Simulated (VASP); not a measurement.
# VH2 (Fm-3m) in VASP: notebook, part 2 of 3

VASP 6.6.1. The steps go on from the part before.

**4. Vibrations by perturbation theory, LDA (5.78 Å³/atom)**

This run uses another cell than the first one, of 5.78 Å³/atom.

The input, INCAR:

```
PREC     = Accurate       # precision mode
ENCUT    = 520            # plane-wave cutoff, eV
EDIFF    = 1E-8           # SCF threshold, eV
ISMEAR   = -1             # smearing method
SIGMA    = 0.15           # smearing width, eV
LREAL    = F              # projectors in reciprocal space
LASPH    = T              # aspherical terms in the spheres
NELM     = 100            # most SCF steps
ALGO     = Normal         # electronic algorithm
ISIF     = 2              # what is computed and relaxed
LWAVE    = F              # write WAVECAR
LCHARG   = F              # write CHGCAR
IBRION   = 8              # ionic algorithm
NSW      = 1              # ionic steps
```

The input, KPOINTS:

```
Automatic mesh
0
Gamma
  18 18 18
```

The input, POSCAR:

```
VH2
1.0
    0.0000000000      2.0548187811      2.0548187811
    2.0548187811      0.0000000000      2.0548187811
    2.0548187811      2.0548187811      0.0000000000
V H
1 2
Direct
    0.0000000000      0.0000000000      0.0000000000
    0.2500000000      0.2500000000      0.2500000000
    0.7500000000      0.7500000000      0.7500000000
```

Potentials or basis: VASP PAW LDA potentials, release 64 (V_sv, H).

Started as:

```bash
> cat potpaw_LDA.64/V_sv/POTCAR potpaw_LDA.64/H/POTCAR > POTCAR
> mpirun -np 1 vasp_std > vasp.out
```

OUTCAR:

```text
PREC = Accurate
   ENCUT = 520
   EDIFF = 1E-8
   ISMEAR = -1
   LREAL = F
   LASPH = T
   NELM = 100
   ISIF = 2
   IBRION = 8
   NSW = 1

 ion  position               nearest neighbor table
   1  0.000  0.000  0.000-   3 1.78   3 1.78   3 1.78   2 1.78   3 1.78   2 1.78   2 1.78   2 1.78

   2  0.250  0.250  0.250-   1 1.78   1 1.78   1 1.78   1 1.78
   3  0.750  0.750  0.750-   1 1.78   1 1.78   1 1.78   1 1.78

  LATTYP: Found a face centered cubic cell.
 ALAT       =     4.1096375622

  Lattice vectors:

 A1 = (   0.0000000000,   2.0548187811,   2.0548187811)
 A2 = (   2.0548187811,   0.0000000000,   2.0548187811)
 A3 = (   2.0548187811,   2.0548187811,   0.0000000000)

Analysis of symmetry for initial positions (statically):
=====================================================================
 Subroutine PRICEL returns:
 Original cell was already a primitive cell.

 Routine SETGRP: Setting up the symmetry group for a
 face centered cubic supercell.

 Subroutine GETGRP returns: Found 48 space group operations
 (whereof 48 operations were pure point group operations)
 out of a pool of 48 trial point group operations.

The static configuration has the point symmetry O_h .

Analysis of symmetry for dynamics (positions and initial velocities):
=====================================================================
 Subroutine PRICEL returns:
 Original cell was already a primitive cell.

 Routine SETGRP: Setting up the symmetry group for a
 face centered cubic supercell.

 Subroutine GETGRP returns: Found 48 space group operations
 (whereof 48 operations were pure point group operations)
 out of a pool of 48 trial point group operations.

The dynamic configuration has the point symmetry O_h .

 Subroutine INISYM returns: Found 48 space group operations
 (whereof 48 operations are pure point group operations),
 and found     1 'primitive' translations

----------------------------------------------------------------------------------------

                                     Primitive cell

  volume of cell :      17.3520

  direct lattice vectors                    reciprocal lattice vectors
     0.000000000  2.054818781  2.054818781    -0.243330460  0.243330460  0.243330460
     2.054818781  0.000000000  2.054818781     0.243330460 -0.243330460  0.243330460
     2.054818781  2.054818781  0.000000000     0.243330460  0.243330460 -0.243330460

  length of vectors
     2.905952588  2.905952588  2.905952588     0.421460720  0.421460720  0.421460720

  position of ions in fractional coordinates (direct lattice)
[... 473 lines left out ...]

 [... further k-points ...]

------------------------ aborting loop because EDIFF is reached ----------------------------------------

  FORCE on cell =-STRESS in cart. coord.  units (eV):
  Direction    XX          YY          ZZ          XY          YZ          ZX
  --------------------------------------------------------------------------------------
  -------------------------------------------------------------------------------------
  Total        0.4957553      0.4957553      0.4957553      0.0000000     -0.0000000      0.0000000
  in kB       45.7748958     45.7748958     45.7748958      0.0000000     -0.0000000      0.0000000
  external PRESSURE =      45.7748958 kB  Pullay stress =       0.0000000 kB

 VOLUME and BASIS-vectors are now :
 -----------------------------------------------------------------------------
  energy-cutoff  :      520.00
  volume of cell :       17.35
      direct lattice vectors                 reciprocal lattice vectors
     0.000000000  2.054818781  2.054818781    -0.243330460  0.243330460  0.243330460
     2.054818781  0.000000000  2.054818781     0.243330460 -0.243330460  0.243330460
     2.054818781  2.054818781  0.000000000     0.243330460  0.243330460 -0.243330460

 POSITION                                       TOTAL-FORCE (eV/Angst)
 -----------------------------------------------------------------------------------
      0.00000      0.00000      0.00000        -0.000000      0.000000      0.000000
      1.02741      1.02741      1.02741        -0.000000     -0.000000     -0.000000
      3.08223      3.08223      3.08223         0.000000      0.000000      0.000000
 -----------------------------------------------------------------------------------
    total drift:                               -0.000000      0.000000      0.000000

  FREE ENERGIE OF THE ION-ELECTRON SYSTEM (eV)
  ---------------------------------------------------
  free  energy   TOTEN  =       -17.9286448723 eV

  energy  without entropy=      -17.8273188439  energy(sigma->0) =      -17.87798186

[... ionic steps 2 to 3 ...]

--------------------------------------- Ionic step        4  -------------------------------------------

------------------------ aborting loop because EDIFF is reached ----------------------------------------

[... ionic steps 5 to 6 ...]

--------------------------------------- Ionic step        7  -------------------------------------------

 Free energy of the ion-electron system (eV)
  ---------------------------------------------------
  ---------------------------------------------------
  free energy    TOTEN  =        -0.01708189 eV

  energy without entropy =       -0.01708189

------------------------ aborting loop because EDIFF is reached ----------------------------------------

 INTERNAL STRAIN TENSOR  FOR ION    2  DIRECTION 1   (eV/Angst):
 -----------------------------------------------------------------------------
    -0.00098  0.00000  0.00000
     0.00000  0.00035 -5.48838
     0.00000 -5.48838  0.00035

 INTERNAL STRAIN TENSOR FOR ION    3 for displacements in x,y,z  (eV/Angst):
          X           Y           Z          XY          YZ          ZX
  --------------------------------------------------------------------------------
  x     0.00000     0.00000     0.00000     0.00000     5.48838     0.00000
  y     0.00000    -0.00000     0.00000     0.00000     0.00000     5.48838
  z     0.00000     0.00000     0.00000     5.48838     0.00000     0.00000

 SECOND DERIVATIVES (NOT SYMMETRIZED)
 ------------------------------------
               1X          1Y          1Z          2X          2Y          2Z          3X          3Y          3Z
  1X   -11.498776    0.000000    0.000000    5.749388    0.000000    0.000000    5.749388    0.000000    0.000000
  1Y     0.000000  -11.498776    0.000000    0.000000    5.749388    0.000000    0.000000    5.749388    0.000000
  1Z     0.000000    0.000000  -11.498776    0.000000    0.000000    5.749388    0.000000    0.000000    5.749388
  2X     5.740571    0.000000    0.000000   -6.707870    0.000000    0.000000    0.967299    0.000000    0.000000
  2Y     0.000000    5.740571    0.000000    0.000000   -6.707870    0.000000    0.000000    0.967299    0.000000
  2Z     0.000000    0.000000    5.740571    0.000000    0.000000   -6.707870    0.000000    0.000000    0.967299
  3X     5.740571    0.000000    0.000000    0.967299    0.000000    0.000000   -6.707870    0.000000    0.000000
  3Y     0.000000    5.740571    0.000000    0.000000    0.967299    0.000000    0.000000   -6.707870    0.000000
  3Z     0.000000    0.000000    5.740571    0.000000    0.000000    0.967299    0.000000    0.000000   -6.707870

 Eigenvectors and eigenvalues of the dynamical matrix
 ----------------------------------------------------

   1 f  =   43.310649 THz   272.128830 2PiTHz 1444.687728 cm-1   179.118369 meV
             X         Y         Z           dx          dy          dz
      0.000000  0.000000  0.000000    -0.000000   -0.000000   -0.000000
      1.027409  1.027409  1.027409     0.032703    0.706350    0.000000
      3.082228  3.082228  3.082228    -0.032703   -0.706350    0.000000
[... 43 lines left out ...]
   9 f/i=    0.005591 THz     0.035128 2PiTHz    0.186487 cm-1     0.023121 meV
             X         Y         Z           dx          dy          dz
      0.000000  0.000000  0.000000     0.048632   -0.040428   -0.978860
      1.027409  1.027409  1.027409     0.006819   -0.005669   -0.137252
      3.082228  3.082228  3.082228     0.006819   -0.005669   -0.137252

--------------------------------------------------------------------------------------------------------

 ELASTIC MODULI CONTR FROM IONIC RELAXATION (kBar)
 Direction    XX          YY          ZZ          XY          YZ          ZX
 --------------------------------------------------------------------------------
 XX          -0.0000     -0.0000     -0.0000     -0.0000     -0.0000     -0.0000
 YY          -0.0000     -0.0000     -0.0000     -0.0000     -0.0000      0.0000
 ZZ          -0.0000     -0.0000     -0.0000     -0.0000     -0.0000     -0.0000
 XY          -0.0000     -0.0000     -0.0000   -724.7545     -0.0000      0.0000
 YZ          -0.0000     -0.0000     -0.0000     -0.0000   -724.7545     -0.0000
 ZX          -0.0000      0.0000     -0.0000      0.0000     -0.0000   -724.7545
 --------------------------------------------------------------------------------
```

It took 1.9 min on 1 thread of Intel Xeon 6975P-C (Granite Rapids), shared host; peak memory 0.46 GiB.

What came out:

* Highest phonon frequency at Γ: 1445 cm⁻¹

Phonon frequencies in cm⁻¹ (negative: imaginary):
```csv
q point,frequencies
"(0.000, 0.000, 0.000)",0 0 0 1274 1274 1274 1445 1445 1445
```

Caveat: the cell stands under pressure or tension, which shifts response properties.

**5. Vibrations by perturbation theory, LDA**

This run uses another cell than the first one, of 5.82 Å³/atom.

The input, INCAR:

```
SYSTEM = VH2
PREC = Accurate ; ENCUT = 520
EDIFF = 1E-8 ; ISMEAR = -1
SIGMA = 0.15 ; LREAL = .FALSE.
LASPH = .TRUE. ; NELM = 60
ALGO = Normal ; ISIF = 2
LWAVE = .FALSE. ; LCHARG = .FALSE.
GGA = CA ; IBRION = 8
NSW = 1
```

The input, KPOINTS:

```
regular mesh
0
G
  18 18 18
  0 0 0
```

The input, POSCAR:

```
VH2
1.0
    0.0000000000      2.0586198084      2.0586198084
    2.0586198084      0.0000000000      2.0586198084
    2.0586198084      2.0586198084      0.0000000000
V H
1 2
Direct
    0.0000000000      0.0000000000      0.0000000000
    0.2500000000      0.2500000000      0.2500000000
    0.7500000000      0.7500000000      0.7500000000
```

Potentials or basis: VASP PAW LDA potentials, release 64 (V_sv, H).

Started as:

```bash
> cat potpaw_LDA.64/V_sv/POTCAR potpaw_LDA.64/H/POTCAR > POTCAR
> mpirun -np 1 vasp_std > vasp.out
```

OUTCAR:

```text
SYSTEM = VH2
   PREC = Accurate
   ENCUT = 520
   EDIFF = 1E-8
   ISMEAR = -1
   LREAL = .FALSE.
   LASPH = .TRUE.
   NELM = 60
   ISIF = 2
   GGA = CA
   IBRION = 8
   NSW = 1

 ion  position               nearest neighbor table
   1  0.000  0.000  0.000-   2 1.78   3 1.78   3 1.78   3 1.78   3 1.78   2 1.78   2 1.78   2 1.78

   2  0.250  0.250  0.250-   1 1.78   1 1.78   1 1.78   1 1.78
   3  0.750  0.750  0.750-   1 1.78   1 1.78   1 1.78   1 1.78

  LATTYP: Found a face centered cubic cell.
 ALAT       =     4.1172396168

  Lattice vectors:

 A1 = (   0.0000000000,   2.0586198084,   2.0586198084)
 A2 = (   2.0586198084,   0.0000000000,   2.0586198084)
 A3 = (   2.0586198084,   2.0586198084,   0.0000000000)

Analysis of symmetry for initial positions (statically):
=====================================================================
 Subroutine PRICEL returns:
 Original cell was already a primitive cell.

 Routine SETGRP: Setting up the symmetry group for a
 face centered cubic supercell.

 Subroutine GETGRP returns: Found 48 space group operations
 (whereof 48 operations were pure point group operations)
 out of a pool of 48 trial point group operations.

The static configuration has the point symmetry O_h .

Analysis of symmetry for dynamics (positions and initial velocities):
=====================================================================
 Subroutine PRICEL returns:
[... 538 lines left out ...]

[... ionic steps 2 to 3 ...]

--------------------------------------- Ionic step        4  -------------------------------------------

------------------------ aborting loop because EDIFF is reached ----------------------------------------

[... ionic steps 5 to 6 ...]

--------------------------------------- Ionic step        7  -------------------------------------------

 Free energy of the ion-electron system (eV)
  ---------------------------------------------------
  ---------------------------------------------------
  free energy    TOTEN  =        -0.01705669 eV

  energy without entropy =       -0.01705669

------------------------ aborting loop because EDIFF is reached ----------------------------------------

 INTERNAL STRAIN TENSOR  FOR ION    2  DIRECTION 1   (eV/Angst):
 -----------------------------------------------------------------------------
    -0.00090  0.00000  0.00000
     0.00000  0.00033 -5.38499
     0.00000 -5.38499  0.00033

 INTERNAL STRAIN TENSOR FOR ION    3 for displacements in x,y,z  (eV/Angst):
          X           Y           Z          XY          YZ          ZX
  --------------------------------------------------------------------------------
  x     0.00000     0.00000     0.00000     0.00000     5.38499     0.00000
  y    -0.00000     0.00000    -0.00000     0.00000     0.00000     5.38499
  z     0.00000     0.00000     0.00000     5.38499     0.00000     0.00000

 SECOND DERIVATIVES (NOT SYMMETRIZED)
 ------------------------------------
               1X          1Y          1Z          2X          2Y          2Z          3X          3Y          3Z
  1X   -11.330109    0.000000    0.000000    5.665054    0.000000    0.000000    5.665054    0.000000    0.000000
  1Y     0.000000  -11.330109    0.000000    0.000000    5.665054    0.000000    0.000000    5.665054    0.000000
  1Z     0.000000    0.000000  -11.330109    0.000000    0.000000    5.665054    0.000000    0.000000    5.665054
  2X     5.657606    0.000000    0.000000   -6.622544    0.000000    0.000000    0.964938   -0.000000   -0.000000
  2Y     0.000000    5.657606    0.000000    0.000000   -6.622544    0.000000   -0.000000    0.964938    0.000000
  2Z     0.000000    0.000000    5.657606    0.000000    0.000000   -6.622544   -0.000000    0.000000    0.964938
  3X     5.657606    0.000000    0.000000    0.964938   -0.000000   -0.000000   -6.622544    0.000000    0.000000
  3Y     0.000000    5.657606    0.000000   -0.000000    0.964938    0.000000    0.000000   -6.622544    0.000000
  3Z     0.000000    0.000000    5.657606   -0.000000    0.000000    0.964938    0.000000    0.000000   -6.622544

 Eigenvectors and eigenvalues of the dynamical matrix
 ----------------------------------------------------

   1 f  =   43.062532 THz   270.569865 2PiTHz 1436.411437 cm-1   178.092240 meV
             X         Y         Z           dx          dy          dz
      0.000000  0.000000  0.000000     0.000000   -0.000000    0.000000
      1.029310  1.029310  1.029310     0.033421   -0.693457    0.134165
      3.087930  3.087930  3.087930    -0.033421    0.693457   -0.134165
[... 43 lines left out ...]
   9 f/i=    0.004757 THz     0.029892 2PiTHz    0.158689 cm-1     0.019675 meV
             X         Y         Z           dx          dy          dz
      0.000000  0.000000  0.000000    -0.046288   -0.190717    0.961072
      1.029310  1.029310  1.029310    -0.006490   -0.026739    0.134743
      3.087930  3.087930  3.087930    -0.006490   -0.026739    0.134743

--------------------------------------------------------------------------------------------------------

 ELASTIC MODULI CONTR FROM IONIC RELAXATION (kBar)
 Direction    XX          YY          ZZ          XY          YZ          ZX
 --------------------------------------------------------------------------------
 XX          -0.0000     -0.0000     -0.0000     -0.0000      0.0000      0.0000
 YY          -0.0000     -0.0000     -0.0000     -0.0000     -0.0000     -0.0000
 ZZ          -0.0000     -0.0000     -0.0000     -0.0000     -0.0000      0.0000
 XY          -0.0000     -0.0000     -0.0000   -701.8648     -0.0000      0.0000
 YZ           0.0000     -0.0000     -0.0000     -0.0000   -701.8648     -0.0000
 ZX           0.0000     -0.0000      0.0000      0.0000     -0.0000   -701.8648
 --------------------------------------------------------------------------------
```

OSZICAR:

```text
N       E                     dE             d eps       ncg     rms          rms(c)
DAV:   1     0.101784994022E+03    0.10178E+03   -0.80504E+03  4298   0.145E+03
DAV:   2    -0.178350544458E+02   -0.11962E+03   -0.11599E+03  4377   0.392E+02
DAV:   3    -0.204070244813E+02   -0.25720E+01   -0.24904E+01  5014   0.649E+01
DAV:   4    -0.204293219505E+02   -0.22297E-01   -0.22207E-01  4515   0.571E+00
[... 41 lines left out ...]
RMM:   7    -0.170547625311E-01    0.16433E-05   -0.58784E-08 26774   0.244E-03    0.396E-04
RMM:   8    -0.170564913159E-01   -0.17288E-05   -0.10800E-08 27767   0.858E-04    0.648E-05
RMM:   9    -0.170566902420E-01   -0.19893E-06   -0.24269E-09 32524   0.227E-04    0.218E-05
RMM:  10    -0.170566947278E-01   -0.44858E-08   -0.86365E-10 30074   0.675E-05    0.369E-06
 Linear response finished
```

Wall time 1.9 min (1 thread of Intel Xeon 6975P-C (Granite Rapids), shared host); peak memory 0.46 GiB.

Results:

```
Highest phonon frequency at Γ : 1436 cm⁻¹
```

Phonon frequencies in cm⁻¹ (negative: imaginary):
| q point | frequencies |
| --- | --- |
| (0.000, 0.000, 0.000) | 0 0 0 1265 1265 1265 1436 1436 1436 |

Caveat: the cell stands under pressure or tension, which shifts response properties.

(Continued in part 3 of 3.)
